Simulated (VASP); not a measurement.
Wanted: the native input for a VASP 6.6.1 run.

```yaml
Task: electric field gradients
Functional: LDA
Potentials_or_basis: VASP PAW LDA potentials, release 64 (Nb_sv, Cd)
Cutoff: 520 eV
k_mesh: 9 × 9 × 9
Occupations: fermi-dirac, width 0.08 eV
Spin: no spin polarisation
Dipole_correction: no
Further_INCAR_settings: ALGO = Normal; EDIFF = 1e-08; NBANDS = 32
```

The structure of NbCd3 lies in POSCAR:

```
NbCd3
1.0
    4.2150000000      0.0000000000      0.0000000000
    0.0000000000      4.2150000000      0.0000000000
    0.0000000000      0.0000000000      4.2571500000
Nb Cd
1 3
Direct
    0.0000000000      0.0000000000      0.0000000000
    0.0000000000      0.5000000000      0.5000000000
    0.5000000000      0.0000000000      0.5000000000
    0.5000000000      0.5000000000      0.0000000000
```

This cell differs from its parent crystal: zz strain of +1 %.

These files were run (other wordings do the same):

INCAR

```
  ALGO = Normal
  EDIFF = 1E-8
  ENCUT = 520
  ISIF = 2
  ISMEAR = -1
  LASPH = T
  LCHARG = F
  LEFG = T
  LREAL = F
  LWAVE = F
  NBANDS = 32
  NELM = 60
  PREC = Accurate
  SIGMA = 0.08
```

KPOINTS

```
k-points
0
Gamma
  9 9 9
```

Potentials or basis: VASP PAW LDA potentials, release 64 (Nb_sv, Cd).

Run with:

```console
$ cat potpaw_LDA.64/Nb_sv/POTCAR potpaw_LDA.64/Cd/POTCAR > POTCAR
$ mpirun -np 1 vasp_std > vasp.out
```

Results of the run:

```yaml
Pressure: -2.8 GPa
Band_gap_on_the_k_mesh: zero (an odd number of electrons rules out a gap without spin polarisation)
Largest_electric_field_gradient_by_atom: Nb +4.1; Cd +111.5, +111.7 (each value once) V/Å²
```

Caveat: the cell differs from its parent crystal (zz strain of +1 %); without QUAD_EFG the Cq values of the log hold for a quadrupole moment of 1 mb, not for the nuclei.

Run time: 4.5 min on 1 thread of AMD EPYC 7R43 64-Core Processor (Zen 3), on a shared host, peak memory 0.23 GiB.
